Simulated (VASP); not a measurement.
Input of a VASP 6.6.1 run:

INCAR

```
SYSTEM = Sb
ALGO = Normal
EDIFF = 1E-7
ENCUT = 520
GGA = PS
ISIF = 2
ISMEAR = 1
LASPH = .TRUE.
LCHARG = .FALSE.
LREAL = .FALSE.
LWAVE = .FALSE.
NBANDS = 12
NELM = 80
PREC = Accurate
SIGMA = 0.1
```

File KPOINTS:

```
k-points
0
G
  8 8 8
  0 0 0
```

Contents of POSCAR:

```
Sb
1.0
    2.1825479877      1.2600967453      3.8074530396
   -2.1825479877      1.2600967453      3.8074530396
    0.0000000000     -2.5201934906      3.8074530396
Sb
2
Direct
    0.2334900000      0.2334900000      0.2334900000
    0.7665100000      0.7665100000      0.7665100000
```

Potentials or basis: VASP PAW PBE potentials, release 64 (Sb).

Command:

```console
$ cat potpaw_PBE.64/Sb/POTCAR > POTCAR
$ mpirun -np 1 vasp_std > vasp.out
```

Problem. What does it give for the pressure?

Solution. -1.9 GPa.

Problem. What does it give for the band gap on the k mesh?

Solution. Zero (bands 5 and 6 overlap by 0.30 eV).

Stress tensor (GPa, compression positive):
```
-1.81  0.00  0.00
 0.00 -1.81  0.00
 0.00  0.00 -2.08
```

Caveat: the PAW data sets were made with another functional, which shifts forces and pressure a little; spin-orbit coupling is left out, which moves the levels of the heavy elements.
